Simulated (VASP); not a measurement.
# MgI2 (P-3m1) in VASP: notebook

Runs on MgI2. Level: PBE. Tasks: single point.

All numbers are computed with VASP 6.6.1; they aren't measurements. Logs are shortened: lines on timing, memory, paths and dates and some standing lists are left out, and cuts for length are marked.

## 1. The cell of the first run

It takes space group P-3m1 (No. 164, trigonal). The conventional cell has a = 4.140 Å, b = 4.140 Å, c = 6.880 Å, α = 90.00°, β = 90.00°, γ = 120.00°. Within 3.9 Å of Mg (site symmetry -3m) lie 6 I at 2.94 Å. I (site symmetry 3m) has 3 Mg at 2.94 Å within 3.9 Å.

## 2. Single point, PBE

File INCAR:

```
SYSTEM = MgI2
PREC = Accurate ; ENCUT = 520
EDIFF = 1E-6 ; ISMEAR = 0
SIGMA = 0.01 ; LREAL = .FALSE.
LASPH = .TRUE. ; NELM = 80
ALGO = Normal ; ISIF = 2
LWAVE = .FALSE. ; LCHARG = .FALSE.
GGA = PE ; NBANDS = 15
```

File KPOINTS:

```
regular mesh
0
G
  6 6 4
  0 0 0
```

File POSCAR:

```
MgI2
1.0
    4.1400000000      0.0000000000      0.0000000000
   -2.0700000000      3.5853500000      0.0000000000
    0.0000000000      0.0000000000      6.8800000000
Mg I
1 2
Direct
    0.0000000000      0.0000000000      0.0000000000
    0.3333333333      0.6666666667      0.2500000000
    0.6666666667      0.3333333333      0.7500000000
```

Potentials or basis: VASP PAW PBE potentials, release 64 (Mg, I).

Run with:

```bash
$ cat potpaw_PBE.64/Mg/POTCAR potpaw_PBE.64/I/POTCAR > POTCAR
$ mpirun -np 1 vasp_std > vasp.out
```

OUTCAR:

```text
SYSTEM = MgI2
   PREC = Accurate
   ENCUT = 520
   EDIFF = 1E-6
   ISMEAR = 0
   LREAL = .FALSE.
   LASPH = .TRUE.
   NELM = 80
   ISIF = 2
   GGA = PE

 ion  position               nearest neighbor table
   1  0.000  0.000  0.000-   2 2.94   3 2.94   3 2.94   2 2.94   3 2.94   2 2.94
   2  0.333  0.667  0.250-   1 2.94   1 2.94   1 2.94
   3  0.667  0.333  0.750-   1 2.94   1 2.94   1 2.94

  LATTYP: Found a hexagonal cell.
 ALAT       =     4.1400000000
 C/A-ratio  =     1.6618357488

  Lattice vectors:

 A1 = (   4.1400000000,   0.0000000000,   0.0000000000)
 A2 = (  -2.0700000000,   3.5853500000,   0.0000000000)
 A3 = (   0.0000000000,   0.0000000000,   6.8800000000)

Analysis of symmetry for initial positions (statically):
=====================================================================
 Subroutine PRICEL returns:
 Original cell was already a primitive cell.

 Routine SETGRP: Setting up the symmetry group for a
 hexagonal supercell.

 Subroutine GETGRP returns: Found 12 space group operations
 (whereof 12 operations were pure point group operations)
 out of a pool of 24 trial point group operations.

The static configuration has the point symmetry D_3d.

Analysis of symmetry for dynamics (positions and initial velocities):
=====================================================================
 Subroutine PRICEL returns:
 Original cell was already a primitive cell.

 Routine SETGRP: Setting up the symmetry group for a
 hexagonal supercell.

 Subroutine GETGRP returns: Found 12 space group operations
 (whereof 12 operations were pure point group operations)
 out of a pool of 24 trial point group operations.

The dynamic configuration has the point symmetry D_3d.

 Subroutine INISYM returns: Found 12 space group operations
 (whereof 12 operations are pure point group operations),
 and found     1 'primitive' translations

----------------------------------------------------------------------------------------

                                     Primitive cell

  volume of cell :     102.1222

  direct lattice vectors                    reciprocal lattice vectors
     4.140000000  0.000000000  0.000000000     0.241545894  0.139456399  0.000000000
    -2.070000000  3.585350000  0.000000000     0.000000000  0.278912798  0.000000000
     0.000000000  0.000000000  6.880000000     0.000000000  0.000000000  0.145348837

  length of vectors
     4.140000000  4.140004181  6.880000000     0.278913080  0.278912798  0.145348837

  position of ions in fractional coordinates (direct lattice)
[... 93 lines left out ...]
   EMIN   =  10.00;   EMAX   =-10.00  energy-range for DOS
   EFERMI =   0.00;   METHOD = LEGACY
   ISMEAR =     0;   SIGMA  =   0.01  broadening in eV -4-tet -1-fermi 0-gaus
   EFERMI_NEDOS =   21; number of points for ismear=-14 and -15
   IALGO  =     38    algorithm
   IMIX   =      4    mixing-type and parameters
     AMIX     =   0.40;   BMIX     =  1.00
     AMIX_MAG =   1.60;   BMIX_MAG =  1.00
  volume/ion in A,a.u.               =      34.04       229.72
  Fermi-wavevector in a.u.,A,eV,Ry     =   0.882554  1.667786 10.597604  0.778902
  Thomas-Fermi vector in A             =   2.003201
   LORBIT       =      0    0 simple, 1 ext, 2 COOP (PROOUT), +10 PAW based schemes
   GGA     = PE    functional components
   LHFCALC =     F    Hartree Fock is set to
   AEXX    =    0.0000 exact exchange contribution
   IVDW    =     0    specifies the selected vdW correction
   LEPSILON=     F    determine dielectric tensor
   LRPA    =     F    only Hartree local field effects (RPA)
 non-spin polarized calculation
 Gauss-broadening in eV      SIGMA  =   0.01
  energy-cutoff  :      520.00
  volume of cell :      102.12
 maximum number of plane-waves:      2779
 NGX is ok and might be reduce to    32
   NGX = 15   NGY = 15   NGZ = 25

 number of electron      16.0000002 magnetization

 Free energy of the ion-electron system (eV)
  ---------------------------------------------------
  ext. energy  EPLUGINS =         0.00000000
  ---------------------------------------------------
  free energy    TOTEN  =        -7.68082120 eV

  energy without entropy =       -7.68082120  energy(sigma->0) =       -7.68082120

 E-fermi :   2.4054     XC(G=0):  -8.2607

 val. band max:        2.3523043863   @ k =   0.0000   0.0000   0.0000
 cond. band min:       5.8268248228   @ k =   0.5000  -0.0000   0.5000
 fundamental gap:      3.4745204365
 Fermi energy:         2.4054403767

 k-point     1 :       0.0000    0.0000    0.0000
  band No.  band energies     occupation
      1      -9.6792      2.00000
      2      -9.0013      2.00000
      3      -1.2367      2.00000
      4       1.9874      2.00000
      5       1.9874      2.00000
      6       2.3316      2.00000
      7       2.3523      2.00000
      8       2.3523      2.00000
      9       5.9784      0.00000
     10       7.2049      0.00000
     11       9.1450      0.00000
     12       9.1451      0.00000
     13       9.7693      0.00000
     14      10.5945      0.00000
[... 401 lines left out ...]
      2      -8.7997      2.00000
      3      -0.7009      2.00000
      4      -0.3717      2.00000
      5      -0.3717      2.00000
      6       0.1149      2.00000
      7       1.8025      2.00000
      8       1.8025      2.00000
      9       7.0282      0.00000
     10       7.9411      0.00000
     11       7.9412      0.00000
     12       9.5384      0.00000
     13      10.7180      0.00000
     14      11.1158      0.00000
     15      11.2932      0.00000

------------------------ aborting loop because EDIFF is reached ----------------------------------------

  FORCE on cell =-STRESS in cart. coord.  units (eV):
  Direction    XX          YY          ZZ          XY          YZ          ZX
  --------------------------------------------------------------------------------------
  -------------------------------------------------------------------------------------
  Total        0.5011867      0.5011880      0.1373887      0.0000000      0.0000000      0.0000000
  in kB        7.8630266      7.8630478      2.1554670      0.0000000      0.0000000      0.0000000
  external PRESSURE =       5.9605138 kB  Pullay stress =       0.0000000 kB

 VOLUME and BASIS-vectors are now :
 -----------------------------------------------------------------------------
  energy-cutoff  :      520.00
  volume of cell :      102.12
      direct lattice vectors                 reciprocal lattice vectors
     4.140000000  0.000000000  0.000000000     0.241545894  0.139456399  0.000000000
    -2.070000000  3.585350000  0.000000000     0.000000000  0.278912798  0.000000000
     0.000000000  0.000000000  6.880000000     0.000000000  0.000000000  0.145348837

 POSITION                                       TOTAL-FORCE (eV/Angst)
 -----------------------------------------------------------------------------------
      0.00000      0.00000      0.00000         0.000000      0.000000      0.000000
     -0.00000      2.39023      1.72000        -0.000000      0.000000     -0.255490
      2.07000      1.19512      5.16000         0.000000     -0.000000      0.255490
 -----------------------------------------------------------------------------------
    total drift:                                0.000000     -0.000000      0.000000

  FREE ENERGIE OF THE ION-ELECTRON SYSTEM (eV)
  ---------------------------------------------------
  free  energy   TOTEN  =        -7.6808211984 eV

  energy  without entropy=       -7.6808211984  energy(sigma->0) =       -7.68082120
```

stdout:

```text
POSCAR found type information on POSCAR MgI
 POSCAR found :  2 types and       3 ions
 scaLAPACK will be used
 LDA part: xc-table for (Slater+PW92), standard interpolation
 POSCAR, INCAR and KPOINTS ok, starting setup
 FFT: planning ... GRIDC
 FFT: planning ... GRID_SOFT
 FFT: planning ... GRID
 WAVECAR not read
 entering main loop
```

It took 25 s on 1 thread of Intel Xeon Platinum 8259CL at 2.50GHz (Skylake/Cascade Lake), shared host; peak memory 0.23 GiB.

What came out:

```
Free energy            : -7.6808 eV
Pressure               : 0.6 GPa
Largest force          : 0.255 eV/Å
Band gap on the k mesh : 3.47 eV (least direct gap 3.63 eV)
```

Forces in eV/Å, atoms in the order of the input:
```
Mg   0.000  0.000  0.000
I    0.000  0.000 -0.255
I    0.000  0.000  0.255
```

Caveat: spin-orbit coupling is left out, which moves the levels of the heavy elements; this functional lacks dispersion, which binds the layers, so the pressure and a relaxed spacing across them are unreliable. PBE gaps usually lie below the measured ones, often by a third to a half.

## 3. Single point, PBE, non-collinear spin, zero start, spin-orbit coupling

File INCAR:

```
SYSTEM = MgI2
PREC = Accurate
ENCUT = 520
EDIFF = 1E-7
ISMEAR = 0
SIGMA = 0.01
LREAL = .False.
LASPH = .True.
NELM = 150
ALGO = Normal
ISIF = 2
LWAVE = .False.
LCHARG = .True.
MAGMOM = 0 0 0 0 0 0 0 0 0
LORBIT = 11
LSORBIT = .True.
GGA_COMPAT = .False.
LORBMOM = .True.
GGA = PE
LVHAR = .True.
NBANDS = 29
```

File KPOINTS:

```
Automatic mesh
0
Gamma
  6 6 4
  0 0 0
```

POSCAR is that of step 2.

Potentials or basis: VASP PAW PBE potentials, release 64 (Mg, I).

Run with:

```bash
$ cat potpaw_PBE.64/Mg/POTCAR potpaw_PBE.64/I/POTCAR > POTCAR
$ mpirun -np 1 vasp_ncl > vasp.out
```

OUTCAR:

```text
SYSTEM = MgI2
   PREC = Accurate
   ENCUT = 520
   EDIFF = 1E-7
   ISMEAR = 0
   LREAL = .False.
   LASPH = .True.
   NELM = 150
   ISIF = 2
   LORBIT = 11
   LSORBIT = .True.
   GGA = PE

 ion  position               nearest neighbor table
   1  0.000  0.000  0.000-   2 2.94   3 2.94   3 2.94   2 2.94   3 2.94   2 2.94
   2  0.333  0.667  0.250-   1 2.94   1 2.94   1 2.94
   3  0.667  0.333  0.750-   1 2.94   1 2.94   1 2.94

  LATTYP: Found a hexagonal cell.
 ALAT       =     4.1400000000
 C/A-ratio  =     1.6618357488

  Lattice vectors:

 A1 = (   4.1400000000,   0.0000000000,   0.0000000000)
 A2 = (  -2.0700000000,   3.5853500000,   0.0000000000)
 A3 = (   0.0000000000,   0.0000000000,   6.8800000000)

Analysis of symmetry for initial positions (statically):
=====================================================================
 Subroutine PRICEL returns:
 Original cell was already a primitive cell.

 Routine SETGRP: Setting up the symmetry group for a
 hexagonal supercell.

 Subroutine GETGRP returns: Found 12 space group operations
 (whereof 12 operations were pure point group operations)
 out of a pool of 24 trial point group operations.
[... 1009 lines left out ...]
    -0.0000002    -0.0000001     0.0000000    -0.0000001     0.0000000
 l=   3
     0.0000000     0.0000000     0.0000000     0.0000000     0.0000000     0.0000000     0.0000000
     0.0000000     0.0000000     0.0000000     0.0000000     0.0000000     0.0000000     0.0000000
     0.0000000     0.0000000     0.0000000     0.0000000     0.0000000     0.0000000     0.0000000
     0.0000000     0.0000000     0.0000000     0.0000000     0.0000000     0.0000000     0.0000000
[... 29 lines left out ...]
 l=   2
     0.0000000    -0.0000076     0.0000000    -0.0000076    -0.0000316
    -0.0000076     0.0000000    -0.0000072     0.0000098    -0.0000076
     0.0000000    -0.0000072     0.0000000    -0.0000072     0.0000000
    -0.0000076     0.0000098    -0.0000072     0.0000000    -0.0000076
    -0.0000316    -0.0000076     0.0000000    -0.0000076     0.0000000
 l=   3
     0.0000000     0.0000000     0.0000000     0.0000000     0.0000000     0.0000000     0.0000000
     0.0000000     0.0000000     0.0000000     0.0000000     0.0000000     0.0000000     0.0000000
     0.0000000     0.0000000     0.0000000     0.0000000     0.0000000     0.0000000     0.0000000
     0.0000000     0.0000000     0.0000000     0.0000000     0.0000000     0.0000000     0.0000000
     0.0000000     0.0000000     0.0000000     0.0000000     0.0000000     0.0000000     0.0000000
     0.0000000     0.0000000     0.0000000     0.0000000     0.0000000     0.0000000     0.0000000
     0.0000000     0.0000000     0.0000000     0.0000000     0.0000000     0.0000000     0.0000000

 total charge

# of ion       s       p       d       tot
------------------------------------------
    1        0.139   0.108   0.026   0.273
    2        1.507   2.816   0.013   4.336
    3        1.507   2.816   0.013   4.336
--------------------------------------------------
tot          3.154   5.740   0.052   8.946

 magnetization (x)

# of ion       s       p       d       tot
------------------------------------------
    1        0.000   0.000   0.000   0.000
    2       -0.000   0.000  -0.000  -0.000
    3       -0.000   0.000  -0.000  -0.000
--------------------------------------------------
tot         -0.000   0.000  -0.000  -0.000

 magnetization (y)

# of ion       s       p       d       tot
------------------------------------------
    1        0.000   0.000   0.000   0.000
    2        0.000   0.000   0.000   0.000
    3        0.000  -0.000   0.000  -0.000
--------------------------------------------------
tot          0.000   0.000   0.000   0.000

 magnetization (z)

# of ion       s       p       d       tot
------------------------------------------
    1        0.000   0.000   0.000   0.000
    2        0.000   0.000   0.000   0.000
    3        0.000   0.000   0.000   0.000
--------------------------------------------------
tot          0.000   0.000   0.000   0.000
```

OSZICAR:

```text
N       E                     dE             d eps       ncg     rms          rms(c)
DAV:   1     0.798078675552E+02    0.79808E+02   -0.56902E+03  1392   0.878E+02
DAV:   2    -0.733161027719E+00   -0.80541E+02   -0.74457E+02  1899   0.140E+02
DAV:   3    -0.792998268236E+01   -0.71968E+01   -0.71561E+01  1774   0.456E+01
DAV:   4    -0.809273594823E+01   -0.16275E+00   -0.16271E+00  1817   0.799E+00
DAV:   5    -0.809679543456E+01   -0.40595E-02   -0.40594E-02  1799   0.129E+00    0.617E+00
DAV:   6    -0.796057419694E+01    0.13622E+00   -0.12073E-01  1587   0.184E+00    0.396E+00
DAV:   7    -0.793642415651E+01    0.24150E-01   -0.41032E-02  1641   0.100E+00    0.257E+00
DAV:   8    -0.793501516961E+01    0.14090E-02   -0.25871E-02  1604   0.891E-01    0.398E-01
DAV:   9    -0.793342721289E+01    0.15880E-02   -0.32703E-03  1605   0.322E-01    0.188E-01
DAV:  10    -0.793344835855E+01   -0.21146E-04   -0.42718E-04  1692   0.103E-01    0.671E-02
DAV:  11    -0.793346090191E+01   -0.12543E-04   -0.18254E-05  1760   0.294E-02    0.422E-02
DAV:  12    -0.793346758119E+01   -0.66793E-05   -0.96221E-06  1604   0.199E-02    0.223E-02
DAV:  13    -0.793347053710E+01   -0.29559E-05   -0.35331E-06  1630   0.127E-02    0.775E-03
DAV:  14    -0.793347086779E+01   -0.33069E-06   -0.21548E-07  1713   0.313E-03    0.575E-03
DAV:  15    -0.793347101618E+01   -0.14839E-06   -0.20953E-07  1564   0.283E-03    0.111E-03
DAV:  16    -0.793347102154E+01   -0.53635E-08   -0.73406E-09  1129   0.534E-04
   1 F= -.79334710E+01 E0= -.79334710E+01  d E =-.309010E-49  mag=     0.0000    -0.0000     0.0000
```

It took 2.5 min on 1 thread of Intel Xeon Platinum 8259CL at 2.50GHz (Skylake/Cascade Lake), shared host; peak memory 0.48 GiB.

Results:

```
Free energy                                           : -7.9335 eV
Pressure                                              : 0.7 GPa
Largest force                                         : 0.240 eV/Å
Net moment                                            : 0.00 μB per cell
Valence electrons inside the program's atomic spheres : Mg 0.27; I 4.34
```

Forces in eV/Å, atoms in the order of the input:
```
Mg   0.000  0.000  0.000
I    0.000  0.000 -0.240
I    0.000  0.000  0.240
```

Moments on the atoms (μB; x, y, z):
```
Mg  0.00 0.00 0.00
I   0.00 0.00 0.00
I   0.00 0.00 0.00
```

Caveat: this functional lacks dispersion, which binds the layers, so the pressure and a relaxed spacing across them are unreliable.
